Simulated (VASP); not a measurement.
# Mn3Si (Fm-3m) in VASP: a series of runs

The runs below take Mn3Si through single point, with PBEsol.

All numbers are computed with VASP 6.6.1; they aren't measurements. Logs are shortened: lines on timing, memory, paths and dates and some standing lists are left out, and cuts for length are marked.

### 1 The cell of the first run

Symmetry: Fm-3m, No. 225, cubic system. The conventional cell has a = 5.532 Å, b = 5.532 Å, c = 5.532 Å, α = 90.00°, β = 90.00°, γ = 90.00°. Within 3.2 Å of Mn (site symmetry m-3m) lie 8 Mn at 2.40 Å and 6 Si at 2.77 Å. Within 3.2 Å of Mn (site symmetry -43m) lie 10 Mn at 2.40 to 2.77 Å and 4 Si at 2.40 Å. Si (site symmetry m-3m) has 14 Mn at 2.40 to 2.77 Å within 3.2 Å.

### 2 Single point, PBEsol, collinear spin, ferrimagnetic start

The input, INCAR:

```
PREC     = Accurate       # precision mode
ENCUT    = 520            # plane-wave cutoff, eV
EDIFF    = 1E-6           # SCF threshold, eV
ISMEAR   = 0              # smearing method
SIGMA    = 0.1            # smearing width, eV
LREAL    = False          # projectors in reciprocal space
LASPH    = True           # aspherical terms in the spheres
NELM     = 150            # most SCF steps
ALGO     = Normal         # electronic algorithm
ISIF     = 2              # what is computed and relaxed
LWAVE    = False          # write WAVECAR
LCHARG   = False          # write CHGCAR
ISPIN    = 2              # spin polarisation
MAGMOM   = 2.33 -0.61 -0.61 0 # initial moments
LORBIT   = 11             # projections on sites
LMAXMIX  = 4              # l up to which the mixer works
GGA      = PS             # functional
NBANDS   = 34             # bands
```

The input, KPOINTS:

```
Automatic mesh
0
Gamma
  14 14 14
```

The input, POSCAR:

```
Mn3Si
1.0
    0.0000000000      2.7661058238      2.7661058238
    2.7661058238      0.0000000000      2.7661058238
    2.7661058238      2.7661058238      0.0000000000
Mn Si
3 1
Direct
    0.5000000000      0.5000000000      0.5000000000
    0.2500000000      0.2500000000      0.2500000000
    0.7500000000      0.7500000000      0.7500000000
    0.0000000000      0.0000000000      0.0000000000
```

Potentials or basis: VASP PAW PBE potentials, release 64 (Mn_pv, Si).

Run with:

```
cat potpaw_PBE.64/Mn_pv/POTCAR potpaw_PBE.64/Si/POTCAR > POTCAR
mpirun -np 1 vasp_std > vasp.out
```

OUTCAR:

```text
PREC = Accurate
   ENCUT = 520
   EDIFF = 1E-6
   ISMEAR = 0
   LREAL = False
   LASPH = True
   NELM = 150
   ISIF = 2
   ISPIN = 2
   LORBIT = 11
   GGA = PS

 ion  position               nearest neighbor table
   1  0.500  0.500  0.500-   2 2.40   2 2.40   2 2.40   2 2.40   3 2.40   3 2.40   3 2.40   3 2.40
                             4 2.77   4 2.77   4 2.77   4 2.77   4 2.77   4 2.77
   2  0.250  0.250  0.250-   4 2.40   4 2.40   4 2.40   1 2.40   4 2.40   1 2.40   1 2.40   1 2.40
                             3 2.77   3 2.77   3 2.77   3 2.77   3 2.77   3 2.77
   3  0.750  0.750  0.750-   1 2.40   1 2.40   1 2.40   1 2.40   4 2.40   4 2.40   4 2.40   4 2.40
                             2 2.77   2 2.77   2 2.77   2 2.77   2 2.77   2 2.77
   4  0.000  0.000  0.000-   3 2.40   3 2.40   3 2.40   2 2.40   3 2.40   2 2.40   2 2.40   2 2.40
                             1 2.77   1 2.77   1 2.77   1 2.77   1 2.77   1 2.77

  LATTYP: Found a face centered cubic cell.
 ALAT       =     5.5322116476

  Lattice vectors:

 A1 = (   0.0000000000,   2.7661058238,   2.7661058238)
 A2 = (   2.7661058238,   0.0000000000,   2.7661058238)
 A3 = (   2.7661058238,   2.7661058238,   0.0000000000)

Analysis of symmetry for initial positions (statically):
=====================================================================
 Subroutine PRICEL returns:
 Original cell was already a primitive cell.

 Routine SETGRP: Setting up the symmetry group for a
 face centered cubic supercell.

 Subroutine GETGRP returns: Found 48 space group operations
 (whereof 48 operations were pure point group operations)
 out of a pool of 48 trial point group operations.

The static configuration has the point symmetry O_h .

Analysis of symmetry for dynamics (positions and initial velocities):
=====================================================================
 Subroutine PRICEL returns:
 Original cell was already a primitive cell.

 Routine SETGRP: Setting up the symmetry group for a
 face centered cubic supercell.

 Subroutine GETGRP returns: Found 48 space group operations
 (whereof 48 operations were pure point group operations)
 out of a pool of 48 trial point group operations.

The dynamic configuration has the point symmetry O_h .

Analysis of structural, dynamic, and magnetic symmetry:
=====================================================================
 Subroutine PRICEL returns:
 Original cell was already a primitive cell.

 Routine SETGRP: Setting up the symmetry group for a
 face centered cubic supercell.

 Subroutine GETGRP returns: Found 48 space group operations
 (whereof 48 operations were pure point group operations)
 out of a pool of 48 trial point group operations.

The overall configuration has the point symmetry O_h .

 Subroutine INISYM returns: Found 48 space group operations
 (whereof 48 operations are pure point group operations),
 and found     1 'primitive' translations

----------------------------------------------------------------------------------------

                                     Primitive cell

  volume of cell :      42.3288

  direct lattice vectors                    reciprocal lattice vectors
     0.000000000  2.766105824  2.766105824    -0.180759534  0.180759534  0.180759534
     2.766105824  0.000000000  2.766105824     0.180759534 -0.180759534  0.180759534
     2.766105824  2.766105824  0.000000000     0.180759534  0.180759534 -0.180759534

  length of vectors
     3.911864371  3.911864371  3.911864371     0.313084697  0.313084697  0.313084697

  position of ions in fractional coordinates (direct lattice)
     0.500000000  0.500000000  0.500000000
     0.250000000  0.250000000  0.250000000
     0.750000000  0.750000000  0.750000000
     0.000000000  0.000000000  0.000000000

  ion indices of the primitive-cell ions
   primitive index   ion index
                 1           1
                 2           2
                 3           3
                 4           4

----------------------------------------------------------------------------------------

 KPOINTS: Automatic mesh

[... 23 lines left out ...]
            Coordinates               Weight
  0.000000  0.000000  0.000000      1.000000
  0.071429  0.000000  0.000000      8.000000
  0.142857  0.000000  0.000000      8.000000
  0.214286  0.000000  0.000000      8.000000
  0.285714  0.000000  0.000000      8.000000
  0.357143  0.000000  0.000000      8.000000
[... 16 lines left out ...]
  0.214286  0.142857  0.000000     24.000000
  0.285714  0.142857  0.000000     24.000000
 [... further k-points ...]
   k-points           NKPTS =    104   k-points in BZ     NKDIM =    104   number of bands    NBANDS=     34
   number of dos      NEDOS =    301   number of ions     NIONS =      4
   total plane-waves  NPLWV =  27000
   dimension x,y,z NGX =    30 NGY =   30 NGZ =   30
   dimension x,y,z NGXF=    60 NGYF=   60 NGZF=   60
   ions per type =               3   1
   NGX,Y,Z   is equivalent  to a cutoff of  12.75, 12.75, 12.75 a.u.
   NGXF,Y,Z  is equivalent  to a cutoff of  25.50, 25.50, 25.50 a.u.
 SYSTEM =  unknown system
   PREC   = accura    normal or accurate (medium, high low for compatibility)
   ISTART =      0    job   : 0-new  1-cont  2-samecut
   ICHARG =      2    charge: 1-file 2-atom 10-const
   ISPIN  =      2    spin polarized calculation?
   LNONCOLLINEAR =      F non collinear calculations
   LSORBIT =      F    spin-orbit coupling
   LASPH  =      T    aspherical Exc in radial PAW
   ENCUT  =  520.0 eV  38.22 Ry    6.18 a.u.   7.27  7.27  7.27*2*pi/ulx,y,z
   NELM   =    150;   NELMIN=  2; NELMDL= -5     # of ELM steps
   EDIFF  = 0.1E-05   stopping-criterion for ELM
   LREAL  =      F    real-space projection
   EDIFFG = 0.1E-04   stopping-criterion for IOM
   NSW    =      0    number of steps for IOM
   IBRION =     -1    ionic relax: 0-MD 1-quasi-New 2-CG
   NFREE  =      0    steps in history (QN), initial steepest desc. (CG)
   ISIF   =      2    stress and relaxation
   ISYM   =      2    0-nonsym 1-usesym 2-fastsym
   POTIM  = 0.5000    time-step for ionic-motion
   TEBEG  =    0.0;   TEEND  =   0.0 temperature during run
   PSTRESS=    0.0 pullay stress
   NELECT =      43.0000    total number of electrons
   NUPDOWN=      -1.0000    fix difference up-down
   EMIN   =  10.00;   EMAX   =-10.00  energy-range for DOS
   EFERMI =   0.00;   METHOD = LEGACY
   ISMEAR =     0;   SIGMA  =   0.10  broadening in eV -4-tet -1-fermi 0-gaus
   EFERMI_NEDOS =   21; number of points for ismear=-14 and -15
   IALGO  =     38    algorithm
   IMIX   =      4    mixing-type and parameters
     AMIX     =   0.40;   BMIX     =  1.00
     AMIX_MAG =   1.60;   BMIX_MAG =  1.00
  volume/ion in A,a.u.               =      10.58        71.41
  Fermi-wavevector in a.u.,A,eV,Ry     =   1.645706  3.109933 36.849305  2.708347
  Thomas-Fermi vector in A             =   2.735458
   LORBIT       =     11    0 simple, 1 ext, 2 COOP (PROOUT), +10 PAW based schemes
   GGA     = PS    functional components
   LHFCALC =     F    Hartree Fock is set to
   AEXX    =    0.0000 exact exchange contribution
   IVDW    =     0    specifies the selected vdW correction
   LEPSILON=     F    determine dielectric tensor
   LRPA    =     F    only Hartree local field effects (RPA)
 spin polarized calculation
 Gauss-broadening in eV      SIGMA  =   0.10
  energy-cutoff  :      520.00
  volume of cell :       42.33
 maximum number of plane-waves:      1158
 NGX is ok and might be reduce to    30
   NGX = 15   NGY = 15   NGZ = 15

 number of electron      42.9999993 magnetization       1.1157426

 Free energy of the ion-electron system (eV)
  ---------------------------------------------------
  ext. energy  EPLUGINS =         0.00000000
  ---------------------------------------------------
  free energy    TOTEN  =       -36.35740466 eV

  energy without entropy =      -36.33643474  energy(sigma->0) =      -36.34691970

 E-fermi :  11.4810     XC(G=0): -13.8170

 val. band max:       11.4785043902   @ k =  -0.2143   0.0714   0.0000
 cond. band min:      11.4826975441   @ k =  -0.2857   0.1429   0.0000
 fundamental gap:      0.0041931539
 Fermi energy:        11.4810050444

 spin component 1

 k-point     1 :       0.0000    0.0000    0.0000
  band No.  band energies     occupation
      1     -37.5274      1.00000
      2     -37.5274      1.00000
      3     -37.5274      1.00000
      4     -35.8891      1.00000
      5     -35.8891      1.00000
      6     -35.8891      1.00000
[... 853 lines left out ...]
     32      18.9139      0.00000
     33      20.9922      0.00000

 [... further k-points ...]

 spin component 2

 k-point     1 :       0.0000    0.0000    0.0000
  band No.  band energies     occupation
      1     -36.4223      1.00000
      2     -36.4223      1.00000
      3     -36.4223      1.00000
      4     -36.3418      1.00000
      5     -36.3418      1.00000
      6     -36.3418      1.00000
[... 853 lines left out ...]
     32      19.0086      0.00000
     33      21.1091      0.00000

 [... further k-points ...]

 [bands above 33 left out]

------------------------ aborting loop because EDIFF is reached ----------------------------------------

  FORCE on cell =-STRESS in cart. coord.  units (eV):
  Direction    XX          YY          ZZ          XY          YZ          ZX
  --------------------------------------------------------------------------------------
  -------------------------------------------------------------------------------------
  Total        1.1540046      1.1540046      1.1540046     -0.0000000      0.0000000      0.0000000
  in kB       43.6799125     43.6799125     43.6799125     -0.0000000      0.0000000      0.0000000
  external PRESSURE =      43.6799125 kB  Pullay stress =       0.0000000 kB

 VOLUME and BASIS-vectors are now :
 -----------------------------------------------------------------------------
  energy-cutoff  :      520.00
  volume of cell :       42.33
      direct lattice vectors                 reciprocal lattice vectors
     0.000000000  2.766105824  2.766105824    -0.180759534  0.180759534  0.180759534
     2.766105824  0.000000000  2.766105824     0.180759534 -0.180759534  0.180759534
     2.766105824  2.766105824  0.000000000     0.180759534  0.180759534 -0.180759534

 POSITION                                       TOTAL-FORCE (eV/Angst)
 -----------------------------------------------------------------------------------
      2.76611      2.76611      2.76611        -0.000000     -0.000000     -0.000000
      1.38305      1.38305      1.38305        -0.000000      0.000000     -0.000000
      4.14916      4.14916      4.14916         0.000000      0.000000      0.000000
      0.00000      0.00000      0.00000        -0.000000     -0.000000     -0.000000
 -----------------------------------------------------------------------------------
    total drift:                                0.000000     -0.000000      0.000000

  FREE ENERGIE OF THE ION-ELECTRON SYSTEM (eV)
  ---------------------------------------------------
  free  energy   TOTEN  =       -36.3574046561 eV

  energy  without entropy=      -36.3364347358  energy(sigma->0) =      -36.34691970

 total charge

# of ion       s       p       d       tot
------------------------------------------
    1        0.412   6.420   5.158  11.990
    2        0.372   6.419   5.320  12.111
    3        0.372   6.419   5.320  12.111
    4        0.729   0.950   0.000   1.679
--------------------------------------------------
tot          1.884  20.208  15.799  37.891

 magnetization (x)

# of ion       s       p       d       tot
------------------------------------------
    1        0.018   0.022   2.096   2.136
    2       -0.005  -0.014  -0.523  -0.542
    3       -0.005  -0.014  -0.523  -0.542
    4        0.019   0.014   0.000   0.034
--------------------------------------------------
tot          0.028   0.009   1.049   1.086
```

Wall time 3.4 min (1 thread of Intel Xeon 6975P-C (Granite Rapids), shared host); peak memory 0.33 GiB.

What came out:

| Property | Result |
| --- | --- |
| Free energy | -36.3574 eV |
| Pressure | 4.4 GPa |
| Net moment | 1.12 μB per cell |
| Site moments | Mn +2.14, -0.54 (each value once); Si +0.03 μB |
| Valence electrons inside the program's atomic spheres | Mn 11.99, 12.11 (each value once); Si 1.68 |

Caveat: the cell stands under pressure; the PAW data sets were made with another functional, which shifts forces and pressure a little.

### 3 Single point, PBEsol, collinear spin, ferrimagnetic start

This run uses another cell than the first one, of 10.72 Å³/atom.

The input, INCAR:

```
SYSTEM = Mn3Si
ALGO     = Normal         ! electronic algorithm
EDIFF    = 1E-6           ! SCF threshold, eV
ENCUT    = 520            ! plane-wave cutoff, eV
GGA      = PS             ! functional
ISIF     = 2              ! what is computed and relaxed
ISMEAR   = 0              ! smearing method
ISPIN    = 2              ! spin polarisation
LASPH    = .TRUE.         ! aspherical terms in the spheres
LCHARG   = .FALSE.        ! write CHGCAR
LMAXMIX  = 4              ! l up to which the mixer works
LORBIT   = 11             ! projections on sites
LREAL    = .FALSE.        ! projectors in reciprocal space
LWAVE    = .FALSE.        ! write WAVECAR
MAGMOM   = 2.36 -0.63 -0.63 0 ! initial moments
NBANDS   = 34             ! bands
NELM     = 150            ! most SCF steps
PREC     = Accurate       ! precision mode
SIGMA    = 0.1            ! smearing width, eV
```

The input, KPOINTS:

```
k-points
0
G
  14 14 14
  0 0 0
```

The input, POSCAR:

```
Mn3Si
1.0
    0.0000000000      2.7779501565      2.7779501565
    2.7779501565      0.0000000000      2.7779501565
    2.7779501565      2.7779501565      0.0000000000
Mn Si
3 1
Direct
    0.5000000000      0.5000000000      0.5000000000
    0.2500000000      0.2500000000      0.2500000000
    0.7500000000      0.7500000000      0.7500000000
    0.0000000000      0.0000000000      0.0000000000
```

Potentials or basis: VASP PAW PBE potentials, release 64 (Mn_pv, Si).

Run with:

```
cat potpaw_PBE.64/Mn_pv/POTCAR potpaw_PBE.64/Si/POTCAR > POTCAR
mpirun -np 1 vasp_std > vasp.out
```

Wall time 3.3 min (1 thread of Intel Xeon 6975P-C (Granite Rapids), shared host); peak memory 0.33 GiB.

It converged, with:

```yaml
Free_energy: -36.3672 eV
Pressure: 1.3 GPa
Net_moment: 1.08 μB per cell
Site_moments: Mn +2.21, -0.60 (each value once); Si +0.04 μB
Valence_electrons_inside_the_program's_atomic_spheres: Mn 11.96, 12.08 (each value once); Si 1.67
```

Levels at points of the mesh, in eV from the Fermi level:
Spin up:
```csv
k point,band 20,band 21,band 22,band 23,band 24,band 25
"(0.00, 0.00, 0.00)",0.04,0.73,0.73,0.73,1.40,1.40
"(0.50, 0.00, 0.00)",-0.64,-0.61,-0.09,-0.09,0.66,0.66
"(0.50, 0.50, 0.00)",-0.74,-0.24,-0.24,0.29,0.76,0.96
```
Spin down:
| k point | band 19 | band 20 | band 21 | band 22 | band 23 | band 24 |
| --- | --- | --- | --- | --- | --- | --- |
| (0.00, 0.00, 0.00) | 0.23 | 0.23 | 0.23 | 1.02 | 1.02 | 1.77 |
| (0.50, 0.00, 0.00) | -1.13 | -1.13 | -1.06 | 1.01 | 1.01 | 1.55 |
| (0.50, 0.50, 0.00) | -0.66 | -0.66 | 0.08 | 0.18 | 0.94 | 0.96 |

Caveat: the PAW data sets were made with another functional, which shifts forces and pressure a little.

### 4 Single point, PBEsol, collinear spin, ferrimagnetic start

This run uses another cell than the first one, of 10.77 Å³/atom.

The input, INCAR:

```
SYSTEM = Mn3Si
  ALGO = Normal
  EDIFF = 1E-6
  ENCUT = 520
  GGA = PS
  ISIF = 2
  ISMEAR = 0
  ISPIN = 2
  LASPH = .True.
  LCHARG = .True.
  LELF = .True.
  LMAXMIX = 4
  LORBIT = 11
  LREAL = .False.
  LVHAR = .True.
  LWAVE = .False.
  MAGMOM = 2.36 -0.64 -0.64 0
  NBANDS = 34
  NELM = 150
  PREC = Accurate
  SIGMA = 0.1
```

The input, KPOINTS:

```
k-points
0
Gamma
  14 14 14
  0 0 0
```

The input, POSCAR:

```
Mn3Si
1.0
    0.0000000000      2.7822564315      2.7822564315
    2.7822564315      0.0000000000      2.7822564315
    2.7822564315      2.7822564315      0.0000000000
Mn Si
3 1
Direct
    0.5000000000      0.5000000000      0.5000000000
    0.2500000000      0.2500000000      0.2500000000
    0.7500000000      0.7500000000      0.7500000000
    0.0000000000      0.0000000000      0.0000000000
```

Run with:

```
cat potpaw_PBE.64/Mn_pv/POTCAR potpaw_PBE.64/Si/POTCAR > POTCAR
mpirun -np 1 vasp_std > vasp.out
```

It took 3.2 min on 1 thread of Intel Xeon 6975P-C (Granite Rapids), shared host; peak memory 0.34 GiB.

The run converged. Its results:

| Property | Result |
| --- | --- |
| Free energy | -36.3683 eV |
| Pressure | 0.2 GPa |
| Net moment | 1.08 μB per cell |
| Site moments | Mn +2.24, -0.61 (each value once); Si +0.04 μB |
| Valence electrons inside the program's atomic spheres | Mn 11.96, 12.07 (each value once); Si 1.67 |

Levels at points of the mesh, in eV from the Fermi level:
Spin up:
| k point | band 18 | band 19 | band 20 | band 21 | band 22 | band 23 | band 24 | band 25 | band 26 | band 27 |
| --- | --- | --- | --- | --- | --- | --- | --- | --- | --- | --- |
| (0.00, 0.00, 0.00) | -2.64 | 0.04 | 0.04 | 0.74 | 0.74 | 0.74 | 1.39 | 1.39 | 4.36 | 5.22 |
| (0.50, 0.00, 0.00) | -1.72 | -0.63 | -0.63 | -0.61 | -0.10 | -0.10 | 0.66 | 0.66 | 0.96 | 4.99 |
| (0.50, 0.50, 0.00) | -2.21 | -1.88 | -0.75 | -0.23 | -0.23 | 0.29 | 0.77 | 0.95 | 0.95 | 1.33 |
Spin down:
| k point | band 19 | band 20 | band 21 | band 22 | band 23 | band 24 |
| --- | --- | --- | --- | --- | --- | --- |
| (0.00, 0.00, 0.00) | 0.22 | 0.22 | 0.22 | 1.00 | 1.00 | 1.78 |
| (0.50, 0.00, 0.00) | -1.13 | -1.13 | -1.07 | 1.00 | 1.00 | 1.54 |
| (0.50, 0.50, 0.00) | -0.66 | -0.66 | 0.07 | 0.20 | 0.94 | 0.95 |

Caveat: the PAW data sets were made with another functional, which shifts forces and pressure a little.

### 5 Overview

```csv
cell,gap on the mesh (eV),pressure (GPa),moment (μB)
"a = 3.912 Å, angles 60.0°, 4 atoms",none,4.4,1.12
"a = 3.929 Å, angles 60.0°, 4 atoms",none,1.3,1.08
"a = 3.935 Å, angles 60.0°, 4 atoms",none,0.2,1.08
```

Alike in all rows: task single point; level PBEsol; potentials or basis VASP PAW PBE potentials, release 64 (Mn_pv, Si); spin collinear, ferrimagnetic start; k mesh 14 × 14 × 14; cutoff (eV) 520; smearing gaussian 0.1 eV.

Caveats: the PAW data sets were made with another functional, which shifts forces and pressure a little; the cell stands under pressure (at least some runs).

Total energies depend on the potentials used, so only differences within one code and one set of settings carry meaning.
